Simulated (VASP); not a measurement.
Set up this calculation in VASP 6.6.1, as the native input.

- Task: single point
- Functional: LDA
- Potentials or basis: VASP PAW LDA potentials, release 64 (Zr_sv, H)
- Cutoff: 520 eV
- k mesh: 11 × 11 × 12
- Occupations: fermi-dirac, width 0.1 eV
- Spin: no spin polarisation
- Dipole correction: no
- Further INCAR settings: ALGO = Normal; EDIFF = 1e-06; NBANDS = 23

The structure of ZrH2 lies in POSCAR:

```
ZrH2
1.0
    4.0301595041      0.0000000000      0.0000000000
    0.0000000000      4.0301595041      0.0000000000
    0.0000000000      0.0000000000      3.5132146645
Zr H
2 4
Direct
    0.0000000000      0.0000000000      0.0000000000
    0.5000000000      0.5000000000      0.5000000000
    0.3390902770      0.3390902770      0.0000000000
    0.1609097230      0.8390902770      0.5000000000
    0.6609097230      0.6609097230      0.0000000000
    0.8390902770      0.1609097230      0.5000000000
```

These files were run (other wordings do the same):

INCAR

```
SYSTEM = ZrH2
ALGO = Normal ; EDIFF = 1E-6
ENCUT = 520 ; GGA = CA
ISIF = 2 ; ISMEAR = -1
LASPH = .True. ; LCHARG = .False.
LREAL = .False. ; LWAVE = .False.
NBANDS = 23 ; NELM = 100
PREC = Accurate ; SIGMA = 0.1
```

KPOINTS

```
k-points
0
Gamma
  11 11 12
  0 0 0
```

Potentials or basis: VASP PAW LDA potentials, release 64 (Zr_sv, H).

The run is started by

```console
$ cat potpaw_LDA.64/Zr_sv/POTCAR potpaw_LDA.64/H/POTCAR > POTCAR
$ mpirun -np 1 vasp_std > vasp.out
```

Results of the run:

The pressure is 0.1 GPa and the largest force is 0.003 eV/Å. The band gap on the k mesh is zero (bands 14 and 15 overlap by 0.60 eV).

Run time: 5.5 min on 1 thread of Intel Xeon 8259CL (shared host), peak memory 0.27 GiB.
